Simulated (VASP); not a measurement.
# W (P6/mmm) in VASP: further runs, part 2 of 2

VASP 6.6.1. Earlier steps stand in the parts before.

## 4. Single point, PBEsol (volume scaled by 1.12)

Contents of INCAR:

```
PREC = Accurate
ENCUT = 520
EDIFF = 1E-6
ISMEAR = -1
SIGMA = 0.1
LREAL = F
LASPH = T
NELM = 60
ALGO = Normal
ISIF = 2
LWAVE = F
LCHARG = F
GGA = PS
NBANDS = 28
```

Contents of KPOINTS:

```
Automatic mesh
0
Gamma
  9 9 14
```

Contents of POSCAR:

```
W
1.0
    4.8202897573      0.0000000000      0.0000000000
   -2.4101448787      4.1744933834      0.0000000000
    0.0000000000      0.0000000000      2.6827906880
W
3
Direct
    1.0000000000      1.0000000000      0.0000000000
    0.3333333333      0.6666666667      0.5000000000
    0.6666666667      0.3333333333      0.5000000000
```

Potentials or basis: VASP PAW PBE potentials, release 64 (W_sv).

Started as:

```
> cat potpaw_PBE.64/W_sv/POTCAR > POTCAR
> mpirun -np 1 vasp_std > vasp.out
```

OUTCAR:

```text
PREC = Accurate
   ENCUT = 520
   EDIFF = 1E-6
   ISMEAR = -1
   LREAL = F
   LASPH = T
   NELM = 60
   ISIF = 2
   GGA = PS

 ion  position               nearest neighbor table
   1  0.000  0.000  0.000-   2 3.09   3 3.09   2 3.09   3 3.09   3 3.09   3 3.09   2 3.09   2 3.09
                             3 3.09   3 3.09   2 3.09   2 3.09
   2  0.333  0.667  0.500-   3 2.78   3 2.78   3 2.78   1 3.09   1 3.09   1 3.09   1 3.09   1 3.09
                             1 3.09
   3  0.667  0.333  0.500-   2 2.78   2 2.78   2 2.78   1 3.09   1 3.09   1 3.09   1 3.09   1 3.09
                             1 3.09

  LATTYP: Found a hexagonal cell.
 ALAT       =     4.8202897573
 C/A-ratio  =     0.5565621203

  Lattice vectors:

 A1 = (   4.8202897573,   0.0000000000,   0.0000000000)
 A2 = (  -2.4101448787,   4.1744933834,   0.0000000000)
 A3 = (   0.0000000000,   0.0000000000,   2.6827906880)

Analysis of symmetry for initial positions (statically):
=====================================================================
 Subroutine PRICEL returns:
 Original cell was already a primitive cell.

 Routine SETGRP: Setting up the symmetry group for a
 hexagonal supercell.

 Subroutine GETGRP returns: Found 24 space group operations
 (whereof 24 operations were pure point group operations)
 out of a pool of 24 trial point group operations.

The static configuration has the point symmetry D_6h.

Analysis of symmetry for dynamics (positions and initial velocities):
=====================================================================
 Subroutine PRICEL returns:
 Original cell was already a primitive cell.

 Routine SETGRP: Setting up the symmetry group for a
 hexagonal supercell.

 Subroutine GETGRP returns: Found 24 space group operations
 (whereof 24 operations were pure point group operations)
 out of a pool of 24 trial point group operations.

[... 112 lines left out ...]
   PSTRESS=    0.0 pullay stress
   NELECT =      42.0000    total number of electrons
   NUPDOWN=      -1.0000    fix difference up-down
   EMIN   =  10.00;   EMAX   =-10.00  energy-range for DOS
   EFERMI =   0.00;   METHOD = LEGACY
   ISMEAR =    -1;   SIGMA  =   0.10  broadening in eV -4-tet -1-fermi 0-gaus
   EFERMI_NEDOS =   21; number of points for ismear=-14 and -15
   IALGO  =     38    algorithm
   IMIX   =      4    mixing-type and parameters
     AMIX     =   0.40;   BMIX     =  1.00
     AMIX_MAG =   1.60;   BMIX_MAG =  1.00
  volume/ion in A,a.u.               =      17.99       121.43
  Fermi-wavevector in a.u.,A,eV,Ry     =   1.505694  2.845349 30.845960  2.267114
  Thomas-Fermi vector in A             =   2.616509
   LORBIT       =      0    0 simple, 1 ext, 2 COOP (PROOUT), +10 PAW based schemes
   GGA     = PS    functional components
   LHFCALC =     F    Hartree Fock is set to
   AEXX    =    0.0000 exact exchange contribution
   IVDW    =     0    specifies the selected vdW correction
   LEPSILON=     F    determine dielectric tensor
   LRPA    =     F    only Hartree local field effects (RPA)
 non-spin polarized calculation
  energy-cutoff  :      520.00
  volume of cell :       53.98
 maximum number of plane-waves:      1482
 NGX is ok and might be reduce to    36
   NGX = 17   NGY = 17   NGZ =  9

 number of electron      42.0000000 magnetization

 Free energy of the ion-electron system (eV)
  ---------------------------------------------------
  ext. energy  EPLUGINS =         0.00000000
  ---------------------------------------------------
  free energy    TOTEN  =       -39.30756877 eV

  energy without entropy =      -39.17906635  energy(sigma->0) =      -39.24331756

 E-fermi :   9.3180     XC(G=0): -13.0317

 val. band max:        9.3149347876   @ k =   0.1111   0.1111   0.2857
 cond. band min:       9.3202156806   @ k =   0.3333  -0.0000   0.2143
 fundamental gap:      0.0052808931
 Fermi energy:         9.3179640839

 k-point     1 :       0.0000    0.0000    0.0000
  band No.  band energies     occupation
      1     -64.8123      2.00000
      2     -64.6128      2.00000
      3     -64.5436      2.00000
      4     -29.0375      2.00000
      5     -29.0375      2.00000
      6     -29.0175      2.00000
[... 733 lines left out ...]
     27      12.7187      0.00000
     28      13.2725      0.00000

 [... further k-points ...]
[... 5 lines left out ...]
  --------------------------------------------------------------------------------------
  -------------------------------------------------------------------------------------
  Total       -8.3545122     -8.3545122     -9.6124884      0.0000000      0.0000000     -0.0000000
  in kB     -247.9522001   -247.9522001   -285.2874715      0.0000000      0.0000000     -0.0000000
  external PRESSURE =    -260.3972906 kB  Pullay stress =       0.0000000 kB

 VOLUME and BASIS-vectors are now :
 -----------------------------------------------------------------------------
  energy-cutoff  :      520.00
  volume of cell :       53.98
      direct lattice vectors                 reciprocal lattice vectors
     4.820289757  0.000000000  0.000000000     0.207456408  0.119775013  0.000000000
    -2.410144879  4.174493383  0.000000000     0.000000000  0.239550026  0.000000000
     0.000000000  0.000000000  2.682790688     0.000000000  0.000000000  0.372746187

 POSITION                                       TOTAL-FORCE (eV/Angst)
 -----------------------------------------------------------------------------------
      0.00000      0.00000      0.00000         0.000000      0.000000     -0.000000
     -0.00000      2.78300      1.34140        -0.000000      0.000000      0.000000
      2.41014      1.39150      1.34140         0.000000     -0.000000     -0.000000
 -----------------------------------------------------------------------------------
    total drift:                                0.000000      0.000000     -0.000000

  FREE ENERGIE OF THE ION-ELECTRON SYSTEM (eV)
  ---------------------------------------------------
  free  energy   TOTEN  =       -39.3075687743 eV

  energy  without entropy=      -39.1790663501  energy(sigma->0) =      -39.24331756
```

It took 34 s on 1 thread of Intel Xeon 6975P-C (Granite Rapids), shared host; peak memory 0.23 GiB.

Results:

```
Free energy            : -39.3076 eV
Pressure               : -26.0 GPa
Band gap on the k mesh : zero (band 21 reaches 9.75 eV, above the bottom of band 22 at 8.95 eV)
```

Levels at points of the mesh, in eV from the Fermi level:
| k point | band 19 | band 20 | band 21 | band 22 | band 23 | band 24 |
| --- | --- | --- | --- | --- | --- | --- |
| (0.00, 0.00, 0.00) | -2.25 | -2.01 | -0.23 | -0.23 | 1.95 | 1.95 |
| (0.00, 0.00, 0.50) | -0.90 | -0.90 | 0.19 | 0.19 | 2.80 | 2.80 |

Caveat: the PAW data sets were made with another functional, which shifts forces and pressure a little; spin-orbit coupling is left out, which moves the levels of the heavy elements.

## 5. The runs side by side

```csv
cell,gap on the mesh (eV),pressure (GPa)
"a = 4.703, b = 4.703, c = 2.617 Å, angles 90.0, 90.0, 120.0°, 3 atoms",none,-10.1
"a = 4.762, b = 4.762, c = 2.650 Å, angles 90.0, 90.0, 120.0°, 3 atoms",none,-18.8
"a = 4.820, b = 4.820, c = 2.683 Å, angles 90.0, 90.0, 120.0°, 3 atoms",none,-26.0
```

Alike in all rows: task single point; level PBEsol; potentials or basis VASP PAW PBE potentials, release 64 (W_sv); no spin polarisation; k mesh 9 × 9 × 14; cutoff (eV) 520; smearing fermi-dirac 0.1 eV.

Caveats: the PAW data sets were made with another functional, which shifts forces and pressure a little; spin-orbit coupling is left out, which moves the levels of the heavy elements.

Absolute energies hang on the potentials; compare differences alone.
